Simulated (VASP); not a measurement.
Set up this calculation in VASP 6.6.1, as the native input.

```
Task                   : single point
Functional             : PBEsol
Potentials or basis    : VASP PAW PBE potentials, release 64 (Pd)
Cutoff                 : 520 eV
k mesh                 : 23 × 23 × 23
Occupations            : fermi-dirac, width 0.1 eV
Spin                   : no spin polarisation
Dipole correction      : no
Further INCAR settings : ALGO = Normal; EDIFF = 1e-06; NBANDS = 11
```

The structure of Pd lies in POSCAR:

```
Pd
1.0
    0.0000000000      1.9393681579      1.9393681579
    1.9393681579      0.0000000000      1.9393681579
    1.9393681579      1.9393681579      0.0000000000
Pd
1
Direct
    0.0000000000      0.0000000000      0.0000000000
```

The input as run:

INCAR

```
SYSTEM = Pd
PREC     = Accurate       ! precision mode
ENCUT    = 520            ! plane-wave cutoff, eV
EDIFF    = 1E-6           ! SCF threshold, eV
ISMEAR   = -1             ! smearing method
SIGMA    = 0.1            ! smearing width, eV
LREAL    = .FALSE.        ! projectors in reciprocal space
LASPH    = .TRUE.         ! aspherical terms in the spheres
NELM     = 60             ! most SCF steps
ALGO     = Normal         ! electronic algorithm
ISIF     = 2              ! what is computed and relaxed
LWAVE    = .FALSE.        ! write WAVECAR
LCHARG   = .FALSE.        ! write CHGCAR
GGA      = PS             ! functional
NBANDS   = 11             ! bands
```

KPOINTS

```
regular mesh
0
G
  23 23 23
  0 0 0
```

Potentials or basis: VASP PAW PBE potentials, release 64 (Pd).

Command:

```sh
$ cat potpaw_PBE.64/Pd/POTCAR > POTCAR
$ mpirun -np 1 vasp_std > vasp.out
```

It gave:

| Item | Value |
| --- | --- |
| Pressure | -0.5 GPa |
| Band gap on the k mesh | zero (band 5 reaches 10.09 eV, above the bottom of band 6 at 8.49 eV) |

Caveat: the PAW data sets were made with another functional, which shifts forces and pressure a little.

Run time: 55 s on 1 thread of Intel(R) Xeon(R) Platinum 8259CL CPU @ 2.50GHz (Skylake/Cascade Lake) (shared host), peak memory 0.17 GiB.
